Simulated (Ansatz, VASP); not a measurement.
## Two plane-wave programs on C

Contents of INCAR:

```
PREC = Accurate
ENCUT = 520
EDIFF = 1E-8
ISMEAR = -1
SIGMA = 0.03
LREAL = F
LASPH = T
NELM = 80
ALGO = Normal
ISIF = 2
LWAVE = F
LCHARG = F
GGA = CA
LEFG = T
NBANDS = 11
```

File KPOINTS:

```
regular mesh
0
Gamma
  16 16 16
```

Contents of POSCAR:

```
C
1.0
   -0.0356680000      1.7655660000      1.7655660000
    1.7655660000     -0.0356680000      1.7655660000
    1.7655660000      1.7655660000     -0.0356680000
C
2
Direct
    0.5000000000      0.5000000000      0.5000000000
    0.7500000000      0.7500000000      0.7500000000
```

Input for Ansatz:

```yaml
crystal:
  lattice:
    - [-0.035668, 1.765566, 1.765566]
    - [1.765566, -0.035668, 1.765566]
    - [1.765566, 1.765566, -0.035668]
  atoms:
    - { symbol: C, position: [0.5, 0.5, 0.5] }
    - { symbol: C, position: [0.75, 0.75, 0.75] }
kpoints:
  mp_grid: { grid: [16, 16, 16] }
scf:
  occupations: { method: fermi_dirac, width: 0.03 }
hamiltonian:
  xc: lda
  pseudopotentials: { kind: paw }
output:
  forces: true
  stress: true
  eigenvalues: true
  efg: { contact_densities: true }
```

Change from the starting cell: equal xy, yz and zx shear strains of -2 %, PAW files.

Alike in both runs: task electric field gradients; functional LDA; k mesh 16 × 16 × 16; occupations fermi-dirac, width 0.03 eV; no spin polarisation.

|  | VASP | Ansatz |
| --- | --- | --- |
| version | VASP 6.6.1 | Ansatz 0.2.0 |
| potentials or method | VASP PAW LDA potentials, release 64 (C) | PAW with Ansatz's default frozen-core files, scalar-relativistic |
| plane-wave cutoff (eV) | 520 | 420 |
| valence electrons in the cell | 8 | 8 |

Ansatz gave:

```
gap on the k mesh at the Fermi level (eV)                     : 4.06
pressure (GPa)                                                : -12.5
traceless stress, the component that is largest in VASP (GPa) : 11.43
rms of the force components (eV/Å)                            : 0.082
size of Vzz on the site where it differs most (V/Å²)          : 4.2
```

Question: Estimate VASP's values.

Answer: gap on the k mesh at the Fermi level (eV): 4.05; pressure (GPa): -11.0; traceless stress, the component that is largest in VASP (GPa): 11.50; rms of the force components (eV/Å): 0.088; size of Vzz on the site where it differs most (V/Å²): 4.5.

LDA's correlation is that of Perdew and Zunger in VASP and of Perdew and Wang (1992) in Ansatz. Atom by atom the forces differ by 0.006 eV/Å (rms over components).
